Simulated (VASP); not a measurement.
Here is a VASP 6.6.1 calculation.

The input POSCAR:

```
InSb
1.0
    3.0583698200      0.0000000000      0.0000000000
    0.0000000000      3.0583698200      0.0000000000
    0.0000000000      0.0000000000      6.1833864727
In Sb
1 1
Direct
    0.0000000000      0.0000000000     -0.0323447355
    0.0000000000      0.0000000000      0.5000000000
```

INCAR.step1

```
PREC = Accurate
ENCUT = 520
ISMEAR = 0
SIGMA = 0.15
LREAL = F
LASPH = T
NELM = 60
NBANDS = 16
GGA = PE
ALGO = Normal
EDIFF = 1E-4
LWAVE = T
LCHARG = F
```

Contents of INCAR.step2:

```
PREC = Accurate
ENCUT = 520
EDIFF = 1E-7
ISMEAR = 0
SIGMA = 0.15
LREAL = F
LASPH = T
NELM = 60
ALGO = Normal
ISIF = 2
LWAVE = F
LCHARG = T
METAGGA = R2SCAN
LMIXTAU = T
LELF = T
LVHAR = T
NBANDS = 16
ISTART = 1
```

Contents of KPOINTS:

```
Automatic mesh
0
Gamma
  20 20 10
```

Potentials or basis: VASP PAW PBE potentials, release 64 (In_d, Sb).

Launch:

```sh
$ cat potpaw_PBE.64/In_d/POTCAR potpaw_PBE.64/Sb/POTCAR > POTCAR
$ cp INCAR.step1 INCAR
$ mpirun -np 1 vasp_std > vasp.out
$ cp INCAR.step2 INCAR
$ mpirun -np 1 vasp_std > vasp.out
```

Problem. Estimate the band gap on the k mesh.

Solution. Zero (bands 9 and 10 overlap by 6.32 eV).

Problem. What does it give for the largest force?

Solution. 0.692 eV/Å.

Stress tensor (GPa, compression positive):
```
-0.17  0.00  0.00
 0.00 -0.17  0.00
 0.00  0.00  2.77
```

Caveat: the cell differs from its parent crystal (all In atoms moved -0.200 Å, as atom 1 along Cartesian [0 0 1]); the PAW data sets were made with another functional, which shifts forces and pressure a little; spin-orbit coupling is left out, which moves the levels of the heavy elements.
